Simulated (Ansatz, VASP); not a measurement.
## BaTe: VASP beside Ansatz

File POSCAR:

```
BaTe
1.0
    0.0000000000      3.5323868345      3.5323868345
    3.4970629662      0.0000000000      3.5323868345
    3.4970629662      3.5323868345      0.0000000000
Ba Te
1 1
Direct
    0.0000000000      0.0000000000      0.0000000000
    0.5000000000      0.5000000000      0.5000000000
```

INCAR.step1

```
SYSTEM = BaTe
ALGO = Normal ; EDIFF = 1E-4
ENCUT = 520 ; GGA = PE
ISMEAR = 0 ; LASPH = .TRUE.
LCHARG = .FALSE. ; LREAL = .FALSE.
LWAVE = .TRUE. ; NBANDS = 15
NELM = 80 ; PREC = Accurate
SIGMA = 0.01
```

INCAR.step2

```
SYSTEM = BaTe
ALGO = Normal ; EDIFF = 1E-6
ENCUT = 520 ; ISIF = 2
ISMEAR = 0 ; ISTART = 1
LASPH = .TRUE. ; LCHARG = .FALSE.
LMIXTAU = .TRUE. ; LREAL = .FALSE.
LWAVE = .FALSE. ; METAGGA = R2SCAN
NBANDS = 15 ; NELM = 80
PREC = Accurate ; SIGMA = 0.01
```

Contents of KPOINTS:

```
k-points
0
G
  6 6 6
  0 0 0
```

Input for Ansatz:

```yaml
crystal:
  lattice:
    - [0.0, 3.5323868345, 3.5323868345]
    - [3.4970629662, 0.0, 3.5323868345]
    - [3.4970629662, 3.5323868345, 0.0]
  atoms:
    - { symbol: Ba, position: [0.0, 0.0, 0.0] }
    - { symbol: Te, position: [0.5, 0.5, 0.5] }
kpoints:
  mp_grid: { grid: [6, 6, 6] }
  band_path:
    path:
      - [0.0, 0.0, 0.0]
      - [0.5, 0.0, 0.5]
      - [0.625, 0.25, 0.625]
      - [0.375, 0.375, 0.75]
      - [0.5, 0.5, 0.5]
      - [0.5, 0.25, 0.75]
      - [0.0, 0.5, 0.5]
    npoints: 1
hamiltonian:
  xc: r2scan
scf:
  occupations: { method: fixed }
  n_extra_bands: 4
output:
  forces: true
  stress: true
  eigenvalues: true
  write_density: true
  write_potential: true
  elf: true
  volumetric_format: npy
```

Change from the starting cell: uniaxial_x strain -1.0%.

Alike in both runs: task single point; functional r2SCAN; k mesh 6 × 6 × 6; no spin polarisation.

```csv
,VASP,Ansatz
version,VASP 6.6.1,Ansatz 0.2.0
potentials or method,"VASP PAW PBE potentials, release 64 (Ba_sv, Te)","plane waves, PAW"
plane-wave cutoff (eV),520,500
occupations,"gaussian, width 0.01 eV",fixed
valence electrons in the cell,16,26
```

|  | VASP | Ansatz | Ansatz less VASP |
| --- | --- | --- | --- |
| gap on the k mesh at the Fermi level (eV) | 1.89 | 1.97 | +0.076 |
| pressure (GPa) | 0.6 | 0.3 | -0.33 |
| traceless stress, the component that is largest in VASP (GPa) | 0.48 | 0.45 | -0.026 |

VASP's potentials were made for PBE, not for r2SCAN. VASP's potentials hold 16 valence electrons a cell and Ansatz's 26, so a difference there can come from the potentials and not from the codes.

Spin-orbit coupling is off throughout.
